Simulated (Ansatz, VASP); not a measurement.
One calculation of MgO, two programs

INCAR

```
SYSTEM = MgO
PREC = Accurate ; ENCUT = 520
EDIFF = 1E-7 ; ISMEAR = 0
SIGMA = 0.05 ; LREAL = .False.
LASPH = .True. ; NELM = 100
ALGO = Normal ; ISIF = 2
LWAVE = .False. ; LCHARG = .False.
GGA = PE ; NBANDS = 16
```

The input KPOINTS:

```
Automatic mesh
0
Gamma
  9 9 6
  0 0 0
```

File POSCAR:

```
MgO
1.0
    3.4861000000      0.0000000000      0.0000000000
   -1.7430500000      3.0190511601      0.0000000000
    0.0000000000      0.0000000000      4.0274000000
Mg O
2 2
Direct
    0.6666666667      0.3333333333      0.7500000000
    0.3333333333      0.6666666667      0.2500000000
    0.6666666667      0.3333333333      0.2500000000
    0.3333333333      0.6666666667      0.7500000000
```

Input for Ansatz:

```yaml
crystal:
  lattice:
    - [3.4861, 0.0, 0.0]
    - [-1.74305, 3.0190511601, 0.0]
    - [0.0, 0.0, 4.0274]
  atoms:
    - { symbol: Mg, position: [0.6666666667, 0.3333333333, 0.75] }
    - { symbol: Mg, position: [0.3333333333, 0.6666666667, 0.25] }
    - { symbol: O, position: [0.6666666667, 0.3333333333, 0.25] }
    - { symbol: O, position: [0.3333333333, 0.6666666667, 0.75] }
basis:
  ecutwfc: 520.0
kpoints:
  mp_grid: { grid: [9, 9, 6] }
hamiltonian:
  xc: pbe
  pseudopotentials: { kind: paw, azcp: { folder: soft_1 } }
scf:
  occupations: { method: gaussian, width: 0.05 }
output:
  forces: true
  stress: true
  eigenvalues: true
```

Alike in both runs: task single point; functional PBE; k mesh 9 × 9 × 6; occupations gaussian, width 0.05 eV; no spin polarisation.

```csv
,VASP,Ansatz
version,VASP 6.6.1,Ansatz 0.2.0
potentials or method,"VASP PAW PBE potentials, release 64 (Mg, O), cutoff 520 eV","scalar-relativistic, plane waves, PAW"
valence electrons in the cell,16,32
```

Ansatz gave:

* gap on the k mesh at the Fermi level (eV): 3.68
* least direct gap on the mesh (eV): 3.68
* pressure (GPa): 11.0
* traceless stress, the component that is largest in VASP (GPa): 7.07

Question: Which values does VASP return?

Answer: gap on the k mesh at the Fermi level (eV): 3.66; least direct gap on the mesh (eV): 3.66; pressure (GPa): 10.5; traceless stress, the component that is largest in VASP (GPa): 7.01.

With one functional, cell and mesh, what is left measures potentials, basis and numerics. VASP's potentials hold 16 valence electrons a cell and Ansatz's 32, so a difference there can come from the potentials and not from the codes.
